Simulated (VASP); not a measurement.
Write the native input for VASP 6.6.1 that does the following.

| Property | Result |
| --- | --- |
| Task | single point |
| Functional | PBE |
| Potentials or basis | VASP PAW PBE potentials, release 64 (Hg) |
| Cutoff | 520 eV |
| k mesh | 13 × 13 × 12 |
| Occupations | fermi-dirac, width 0.1 eV |
| Spin | no spin polarisation |
| Dipole correction | no |
| Further INCAR settings | ALGO = Normal; EDIFF = 1e-06; NBANDS = 12 |

The structure of Hg lies in POSCAR:

```
Hg
1.0
    3.2723188832      0.0000000000      0.0000000000
   -1.6361594416      2.8339112822      0.0000000000
    0.0000000000      0.0000000000      3.0514591247
Hg
1
Direct
    0.0000000000      0.0000000000      0.0000000000
```

One way to write it, as run:

INCAR

```
SYSTEM = Hg
ALGO = Normal
EDIFF = 1E-6
ENCUT = 520
GGA = PE
ISIF = 2
ISMEAR = -1
LASPH = .TRUE.
LCHARG = .FALSE.
LREAL = .FALSE.
LWAVE = .FALSE.
NBANDS = 12
NELM = 60
PREC = Accurate
SIGMA = 0.1
```

KPOINTS

```
k-points
0
G
  13 13 12
  0 0 0
```

Potentials or basis: VASP PAW PBE potentials, release 64 (Hg).

Launch:

```console
$ cat potpaw_PBE.64/Hg/POTCAR > POTCAR
$ mpirun -np 1 vasp_std > vasp.out
```

Results of the run:

```
Pressure               : 0.2 GPa
Band gap on the k mesh : zero (bands 6 and 7 overlap by 3.10 eV)
```

Caveat: spin-orbit coupling is left out, which moves the levels of the heavy elements.

Run time: 18 s on 1 thread of Intel(R) Xeon(R) Platinum 8375C CPU @ 2.90GHz (Ice Lake), with other jobs on the host, peak memory 0.17 GiB.
